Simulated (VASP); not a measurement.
# AlN (Fm-3m) in VASP: further runs

The runs below take AlN through single point, with HSE06.

All numbers are computed with VASP 6.6.1; they aren't measurements. Logs are shortened: lines on timing, memory, paths and dates and some standing lists are left out, and cuts for length are marked.

## Step 1: The cell of the first run

Symmetry: Fm-3m, No. 225, cubic system. Conventional cell: a = 4.042 Å, b = 4.042 Å, c = 4.042 Å, α = 90.00°, β = 90.00°, γ = 90.00°. Within 2.7 Å of Al (site symmetry m-3m) lie 6 N at 2.02 Å. N (site symmetry m-3m) has 6 Al at 2.02 Å within 2.7 Å.

## Step 2: Single point, HSE06

The input, POSCAR:

```
AlN
1.0
    0.0000000000      2.0208631053      2.0208631053
    2.0208631053      0.0000000000      2.0208631053
    2.0208631053      2.0208631053      0.0000000000
Al N
1 1
Direct
    0.5000000000      0.5000000000      0.5000000000
    0.0000000000      0.0000000000      0.0000000000
```

The input, INCAR.step1:

```
SYSTEM = AlN
  ALGO = Normal
  EDIFF = 1E-5
  ENCUT = 520
  GGA = PE
  ISIF = 2
  ISMEAR = -1
  LASPH = .True.
  LCHARG = .False.
  LREAL = .False.
  LWAVE = .True.
  NBANDS = 11
  NELM = 80
  PREC = Accurate
  SIGMA = 0.05
```

The input, INCAR.step2:

```
SYSTEM = AlN
  ALGO = Normal
  EDIFF = 1E-6
  ENCUT = 520
  GGA = PE
  HFSCREEN = 0.2079
  ISIF = 2
  ISMEAR = -1
  ISTART = 1
  LASPH = .True.
  LCHARG = .False.
  LHFCALC = .True.
  LREAL = .False.
  LWAVE = .False.
  NBANDS = 11
  NELM = 80
  PREC = Accurate
  PRECFOCK = Normal
  SIGMA = 0.05
```

The input, KPOINTS:

```
k-points
0
Gamma
  6 6 6
  0 0 0
```

Potentials or basis: VASP PAW PBE potentials, release 64 (Al, N).

Started as:

```sh
cat potpaw_PBE.64/Al/POTCAR potpaw_PBE.64/N/POTCAR > POTCAR
cp INCAR.step1 INCAR
mpirun -np 1 vasp_std > vasp.out
cp INCAR.step2 INCAR
mpirun -np 1 vasp_std > vasp.out
```

OUTCAR:

```text
SYSTEM = AlN
   EDIFF = 1E-6
   ENCUT = 520
   GGA = PE
   HFSCREEN = 0.2079
   ISIF = 2
   ISMEAR = -1
   ISTART = 1
   LASPH = .True.
   LHFCALC = .True.
   LREAL = .False.
   NELM = 80
   PREC = Accurate
   PRECFOCK = Normal

 ion  position               nearest neighbor table
   1  0.500  0.500  0.500-   2 2.02   2 2.02   2 2.02   2 2.02   2 2.02   2 2.02
   2  0.000  0.000  0.000-   1 2.02   1 2.02   1 2.02   1 2.02   1 2.02   1 2.02

  LATTYP: Found a face centered cubic cell.
 ALAT       =     4.0417262106

  Lattice vectors:

 A1 = (   0.0000000000,   2.0208631053,   2.0208631053)
 A2 = (   2.0208631053,   0.0000000000,   2.0208631053)
 A3 = (   2.0208631053,   2.0208631053,   0.0000000000)

Analysis of symmetry for initial positions (statically):
=====================================================================
 Subroutine PRICEL returns:
 Original cell was already a primitive cell.

 Routine SETGRP: Setting up the symmetry group for a
 face centered cubic supercell.

 Subroutine GETGRP returns: Found 48 space group operations
 (whereof 48 operations were pure point group operations)
 out of a pool of 48 trial point group operations.

The static configuration has the point symmetry O_h .

Analysis of symmetry for dynamics (positions and initial velocities):
=====================================================================
 Subroutine PRICEL returns:
 Original cell was already a primitive cell.

 Routine SETGRP: Setting up the symmetry group for a
 face centered cubic supercell.

 Subroutine GETGRP returns: Found 48 space group operations
 (whereof 48 operations were pure point group operations)
 out of a pool of 48 trial point group operations.

The dynamic configuration has the point symmetry O_h .

 Subroutine INISYM returns: Found 48 space group operations
 (whereof 48 operations are pure point group operations),
 and found     1 'primitive' translations

----------------------------------------------------------------------------------------

                                     Primitive cell

  volume of cell :      16.5060

  direct lattice vectors                    reciprocal lattice vectors
     0.000000000  2.020863105  2.020863105    -0.247419035  0.247419035  0.247419035
     2.020863105  0.000000000  2.020863105     0.247419035 -0.247419035  0.247419035
     2.020863105  2.020863105  0.000000000     0.247419035  0.247419035 -0.247419035

  length of vectors
     2.857932011  2.857932011  2.857932011     0.428542340  0.428542340  0.428542340

  position of ions in fractional coordinates (direct lattice)
     0.500000000  0.500000000  0.500000000
     0.000000000  0.000000000  0.000000000

  ion indices of the primitive-cell ions
   primitive index   ion index
                 1           1
                 2           2

----------------------------------------------------------------------------------------

 KPOINTS: k-points

Automatic generation of k-mesh.
 Grid dimensions read from file:
 generate k-points for:    6    6    6

 Generating k-lattice:

  Cartesian coordinates                     Fractional coordinates (reciprocal lattice)
    -0.041236506  0.041236506  0.041236506     0.166666667  0.000000000  0.000000000
     0.041236506 -0.041236506  0.041236506     0.000000000  0.166666667  0.000000000
     0.041236506  0.041236506 -0.041236506     0.000000000  0.000000000  0.166666667

  Length of vectors
     0.071423723  0.071423723  0.071423723

  Shift w.r.t. Gamma in fractional coordinates (k-lattice)
     0.000000000  0.000000000  0.000000000

 Subroutine IBZKPT returns following result:
 ===========================================

 Found     16 irreducible k-points:

 Following reciprocal coordinates:
            Coordinates               Weight
  0.000000  0.000000  0.000000      1.000000
  0.166667  0.000000  0.000000      8.000000
  0.333333  0.000000  0.000000      8.000000
  0.500000  0.000000  0.000000      4.000000
  0.166667  0.166667  0.000000      6.000000
  0.333333  0.166667  0.000000     24.000000
[... 8 lines left out ...]
 -0.333333  0.333333  0.166667     24.000000
 -0.333333  0.500000  0.166667     12.000000
   k-points           NKPTS =     16   k-points in BZ     NKDIM =    216   number of bands    NBANDS=     11
   number of dos      NEDOS =    301   number of ions     NIONS =      2
   total plane-waves  NPLWV =  13824
   dimension x,y,z NGX =    24 NGY =   24 NGZ =   24
   dimension x,y,z NGXF=    48 NGYF=   48 NGZF=   48
   ions per type =               1   1
   NGX,Y,Z   is equivalent  to a cutoff of  13.96, 13.96, 13.96 a.u.
   NGXF,Y,Z  is equivalent  to a cutoff of  27.92, 27.92, 27.92 a.u.
 SYSTEM =  AlN
   PREC   = accura    normal or accurate (medium, high low for compatibility)
   ISTART =      1    job   : 0-new  1-cont  2-samecut
   ICHARG =      0    charge: 1-file 2-atom 10-const
   ISPIN  =      1    spin polarized calculation?
   LNONCOLLINEAR =      F non collinear calculations
   LSORBIT =      F    spin-orbit coupling
   LASPH  =      T    aspherical Exc in radial PAW
   ENCUT  =  520.0 eV  38.22 Ry    6.18 a.u.   5.31  5.31  5.31*2*pi/ulx,y,z
   NELM   =     80;   NELMIN=  2; NELMDL=  0     # of ELM steps
   EDIFF  = 0.1E-05   stopping-criterion for ELM
   LREAL  =      F    real-space projection
   EDIFFG = 0.1E-04   stopping-criterion for IOM
   NSW    =      0    number of steps for IOM
   IBRION =     -1    ionic relax: 0-MD 1-quasi-New 2-CG
   NFREE  =      0    steps in history (QN), initial steepest desc. (CG)
   ISIF   =      2    stress and relaxation
   ISYM   =      3    0-nonsym 1-usesym 2-fastsym
   POTIM  = 0.5000    time-step for ionic-motion
   TEBEG  =    0.0;   TEEND  =   0.0 temperature during run
   PSTRESS=    0.0 pullay stress
   NELECT =       8.0000    total number of electrons
   NUPDOWN=      -1.0000    fix difference up-down
   EMIN   =  10.00;   EMAX   =-10.00  energy-range for DOS
   EFERMI =   0.00;   METHOD = LEGACY
   ISMEAR =    -1;   SIGMA  =   0.05  broadening in eV -4-tet -1-fermi 0-gaus
   EFERMI_NEDOS =   21; number of points for ismear=-14 and -15
   IALGO  =     38    algorithm
   IMIX   =      1    mixing-type and parameters
     AMIX     =   0.40;   BMIX     =  1.00
     AMIX_MAG =   1.60;   BMIX_MAG =  1.00
  volume/ion in A,a.u.               =       8.25        55.69
  Fermi-wavevector in a.u.,A,eV,Ry     =   1.285952  2.430096 22.499564  1.653671
  Thomas-Fermi vector in A             =   2.418055
   LORBIT       =      0    0 simple, 1 ext, 2 COOP (PROOUT), +10 PAW based schemes
   GGA     = PE    functional components
   LHFCALC =     T    Hartree Fock is set to
   PRECFOCK=normal    Normal, Fast or Accurate (Low or Medium for compatibility)
   ENCUT4O =  -1.0   cutoff for four orbital integrals eV
   NKREDX  =     1    reduce k-point grid by
   NKREDY  =     1    reduce k-point grid by
   NKREDZ  =     1    reduce k-point grid by
   AEXX    =    0.2500 exact exchange contribution
   HFSCREEN=    0.2079 screening length (either q_TF or 0.3 A-1)
   HFSCREENC=   0.2079 screening length for correlation (either q_TF or 0.3 A-1)
   ENCUTFOCK=  -1.0 apply spherical cutoff to Coloumb kernel
   IVDW    =     0    specifies the selected vdW correction
   LEPSILON=     F    determine dielectric tensor
   LRPA    =     F    only Hartree local field effects (RPA)
 non-spin polarized calculation
  energy-cutoff  :      520.00
  volume of cell :       16.51
 maximum number of plane-waves:       459
 NGX is ok and might be reduce to    24
  NGX = 16; NGY = 16; NGZ = 16

 number of electron       7.9999999 magnetization

 Free energy of the ion-electron system (eV)
  ---------------------------------------------------
  ext. energy  EPLUGINS =         0.00000000
  ---------------------------------------------------
  free energy    TOTEN  =       -17.12929957 eV

  energy without entropy =      -17.12929957  energy(sigma->0) =      -17.12929957

 E-fermi :  10.2668     XC(G=0): -10.0603

 val. band max:        9.1217148517   @ k =   0.0000   0.0000   0.0000
 cond. band min:      15.1034573574   @ k =   0.5000   0.5000   0.0000
 fundamental gap:      5.9817425057
 Fermi energy:        10.2668047212

 k-point     1 :       0.0000    0.0000    0.0000
  band No.  band energies     occupation
      1     -10.1099      2.00000
      2       9.1217      2.00000
      3       9.1217      2.00000
      4       9.1217      2.00000
      5      16.3390      0.00000
      6      22.9281      0.00000
      7      22.9281      0.00000
      8      22.9281      0.00000
      9      28.1157      0.00000
     10      28.8364      0.00000
     11      28.8364      0.00000

 k-point     2 :       0.1667    0.0000    0.0000
  band No.  band energies     occupation
      1      -9.5056      2.00000
      2       6.5462      2.00000
      3       8.7895      2.00000
      4       8.7895      2.00000
      5      17.5409      0.00000
      6      21.5291      0.00000
      7      23.5093      0.00000
      8      23.5093      0.00000
      9      26.5387      0.00000
     10      26.5387      0.00000
     11      29.0038      0.00000

 k-point     3 :       0.3333    0.0000    0.0000
  band No.  band energies     occupation
      1      -7.8988      2.00000
      2       2.3736      2.00000
      3       8.2135      2.00000
      4       8.2135      2.00000
      5      17.0985      0.00000
      6      22.4057      0.00000
      7      22.4057      0.00000
      8      23.2978      0.00000
      9      27.6165      0.00000
     10      28.9495      0.00000
     11      28.9495      0.00000

 k-point     4 :       0.5000    0.0000    0.0000
  band No.  band energies     occupation
      1      -6.6300      2.00000
      2       0.1128      2.00000
      3       7.9596      2.00000
      4       7.9596      2.00000
      5      16.6626      0.00000
      6      21.7194      0.00000
      7      21.7194      0.00000
      8      24.6640      0.00000
      9      27.1432      0.00000
     10      32.0106      0.00000
     11      32.0106      0.00000

 k-point     5 :       0.1667    0.1667    0.0000
  band No.  band energies     occupation
      1      -9.3079      2.00000
      2       6.8211      2.00000
      3       8.1472      2.00000
      4       8.1472      2.00000
      5      18.3492      0.00000
      6      19.7201      0.00000
      7      23.1438      0.00000
      8      24.5873      0.00000
      9      24.5873      0.00000
     10      29.7650      0.00000
     11      31.7555      0.00000
[... 99 lines left out ...]
 k-point    13 :       0.5000    0.5000    0.0000
  band No.  band energies     occupation
      1      -5.5752      2.00000
      2       1.0956      2.00000
      3       6.0655      2.00000
      4       6.0655      2.00000
      5      15.1035      0.00000
      6      15.7335      0.00000
      7      25.3763      0.00000
      8      28.6212      0.00000
      9      28.6212      0.00000
     10      34.5068      0.00000
     11      37.6463      0.00000

 k-point    14 :       0.5000    0.3333    0.1667
  band No.  band energies     occupation
      1      -6.7035      2.00000
      2       2.6090      2.00000
      3       4.9420      2.00000
      4       6.8466      2.00000
      5      18.9864      0.00000
      6      19.6077      0.00000
      7      21.0951      0.00000
      8      25.1872      0.00000
      9      27.9667      0.00000
     10      31.8790      0.00000
     11      35.1374      0.00000

 k-point    15 :      -0.3333    0.3333    0.1667
  band No.  band energies     occupation
      1      -5.7777      2.00000
      2       1.7665      2.00000
      3       4.0015      2.00000
      4       6.2222      2.00000
      5      18.8684      0.00000
      6      20.1095      0.00000
      7      22.6023      0.00000
      8      24.1292      0.00000
      9      29.1877      0.00000
     10      30.4990      0.00000
     11      36.1817      0.00000

 k-point    16 :      -0.3333    0.5000    0.1667
  band No.  band energies     occupation
      1      -5.4530      2.00000
      2       1.9355      2.00000
      3       4.2161      2.00000
      4       5.1850      2.00000
      5      17.5844      0.00000
      6      18.9487      0.00000
      7      23.7566      0.00000
      8      24.6936      0.00000
      9      29.3810      0.00000
     10      32.9009      0.00000
     11      36.3548      0.00000

------------------------ aborting loop because EDIFF is reached ----------------------------------------

  FORCE on cell =-STRESS in cart. coord.  units (eV):
  Direction    XX          YY          ZZ          XY          YZ          ZX
  --------------------------------------------------------------------------------------
  -------------------------------------------------------------------------------------
  Total       -0.2334972     -0.2334972     -0.2334972      0.0000000     -0.0000000      0.0000000
  in kB      -22.6647844    -22.6647844    -22.6647844      0.0000000     -0.0000000      0.0000000
  external PRESSURE =     -22.6647844 kB  Pullay stress =       0.0000000 kB

 VOLUME and BASIS-vectors are now :
 -----------------------------------------------------------------------------
  energy-cutoff  :      520.00
  volume of cell :       16.51
      direct lattice vectors                 reciprocal lattice vectors
     0.000000000  2.020863105  2.020863105    -0.247419035  0.247419035  0.247419035
     2.020863105  0.000000000  2.020863105     0.247419035 -0.247419035  0.247419035
     2.020863105  2.020863105  0.000000000     0.247419035  0.247419035 -0.247419035

 POSITION                                       TOTAL-FORCE (eV/Angst)
 -----------------------------------------------------------------------------------
      2.02086      2.02086      2.02086        -0.000000     -0.000000     -0.000000
      0.00000      0.00000      0.00000         0.000000      0.000000      0.000000
 -----------------------------------------------------------------------------------
    total drift:                               -0.000048     -0.000038     -0.000044

  FREE ENERGIE OF THE ION-ELECTRON SYSTEM (eV)
  ---------------------------------------------------
  free  energy   TOTEN  =       -17.1292995655 eV

  energy  without entropy=      -17.1292995655  energy(sigma->0) =      -17.12929957
```

Run time: 3.3 min. Hardware: 1 thread of AMD EPYC 7R13, shared host; peak memory 0.21 GiB.

What came out:

- Free energy: -17.1293 eV
- Pressure: -2.3 GPa
- Band gap on the k mesh: 5.98 eV (least direct gap 7.22 eV)

Levels at points of the mesh, in eV from the valence-band top:
```csv
k point,band 2,band 3,band 4,band 5,band 6,band 7
"(0.00, 0.00, 0.00)",0.00,0.00,0.00,7.22,13.81,13.81
"(0.50, 0.00, 0.00)",-9.01,-1.16,-1.16,7.54,12.60,12.60
"(0.50, 0.50, 0.00)",-8.03,-3.06,-3.06,5.98,6.61,16.25
```

Caveat: the k points lie up to 0.45 Å⁻¹ apart; the PAW data sets were made with another functional, which shifts forces and pressure a little.

## Step 3: Single point, HSE06

This run uses another cell than the first one, of 8.42 Å³/atom.

The input, POSCAR:

```
AlN
1.0
    0.0000000000      2.0345180000      2.0345180000
    2.0345180000      0.0000000000      2.0345180000
    2.0345180000      2.0345180000      0.0000000000
Al N
1 1
Direct
    0.5000000000      0.5000000000      0.5000000000
    0.0000000000      0.0000000000      0.0000000000
```

The input, INCAR.step1:

```
PREC = Accurate ; ENCUT = 520
EDIFF = 1E-5 ; ISMEAR = -1
SIGMA = 0.05 ; LREAL = False
LASPH = True ; NELM = 80
ALGO = Normal ; ISIF = 2
LWAVE = True ; LCHARG = False
NBANDS = 11 ; GGA = PE
```

The input, INCAR.step2:

```
PREC = Accurate ; ENCUT = 520
EDIFF = 1E-6 ; ISMEAR = -1
SIGMA = 0.05 ; LREAL = False
LASPH = True ; NELM = 80
ALGO = Normal ; ISIF = 2
LWAVE = False ; LCHARG = False
GGA = PE ; LHFCALC = True
HFSCREEN = 0.2079 ; PRECFOCK = Normal
NBANDS = 11 ; ISTART = 1
```

The input, KPOINTS:

```
regular mesh
0
Gamma
  6 6 6
```

Potentials or basis: VASP PAW PBE potentials, release 64 (Al, N).

Started as:

```sh
cat potpaw_PBE.64/Al/POTCAR potpaw_PBE.64/N/POTCAR > POTCAR
cp INCAR.step1 INCAR
mpirun -np 1 vasp_std > vasp.out
cp INCAR.step2 INCAR
mpirun -np 1 vasp_std > vasp.out
```

It took 4.8 min on 1 thread of AMD EPYC 7R13, shared host; peak memory 0.21 GiB.

It converged, with:

```
Free energy            : -17.1192 eV
Pressure               : -7.5 GPa
Band gap on the k mesh : 5.77 eV (least direct gap 6.90 eV)
```

Levels at points of the mesh, in eV from the valence-band top:
```
           k point  band 1  band 2  band 3  band 4  band 5  band 6  band 7  band 8  band 9
(0.00, 0.00, 0.00)  -19.04    0.00    0.00    0.00    6.90   13.73   13.73   13.73   18.86
(0.50, 0.00, 0.00)  -15.65   -8.87   -1.12   -1.12    7.40   12.42   12.42   15.21   17.79
(0.50, 0.50, 0.00)  -14.62   -7.88   -3.00   -3.00    5.77    6.63   15.99   19.16   19.16
```

Caveat: the k points lie up to 0.45 Å⁻¹ apart; the PAW data sets were made with another functional, which shifts forces and pressure a little. A k mesh can miss the band edges.
